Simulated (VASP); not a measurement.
GaAs, 8 atoms in the cell. Symmetry: P4_2/mnm, No. 136, tetragonal system. The conventional cell has a = 7.025 Å, b = 7.025 Å, c = 4.061 Å, α = 90.00°, β = 90.00°, γ = 90.00°. Ga (site symmetry m2m) has 4 As at 2.47 to 2.51 Å within 3.3 Å. As (site symmetry m2m) has 4 Ga at 2.47 to 2.51 Å within 3.3 Å. The cell was built from a structure type or drawn by symmetry, and may not be a known phase.

| Item | Value |
| --- | --- |
| Program | VASP 6.6.1 |
| Task | single point |
| Functional | PBE |
| Potentials or basis | VASP PAW PBE potentials, release 64 (Ga_d, As) |
| Cutoff | 520 eV |
| k mesh | 4 × 4 × 4 |
| Occupations | gaussian, width 0.1 eV |
| Spin | no spin polarisation |
| Dipole correction | no |
| Further INCAR settings | ALGO = Normal; EDIFF = 1e-06; NBANDS = 46 |

Potentials or basis: VASP PAW PBE potentials, release 64 (Ga_d, As).

Launch:

```sh
$ cat potpaw_PBE.64/Ga_d/POTCAR potpaw_PBE.64/As/POTCAR > POTCAR
$ mpirun -np 1 vasp_std > vasp.out
```

Hardware: 1 thread of AMD EPYC 7R13 Processor (Zen 3) (shared host).

Q: How long does it take, and how much memory?

A: Wall time 2.3 min on 1 thread of AMD EPYC 7R13 Processor (Zen 3), with other jobs on the host, peak memory 0.32 GiB. Counts: scf iterations 14, k points 18.
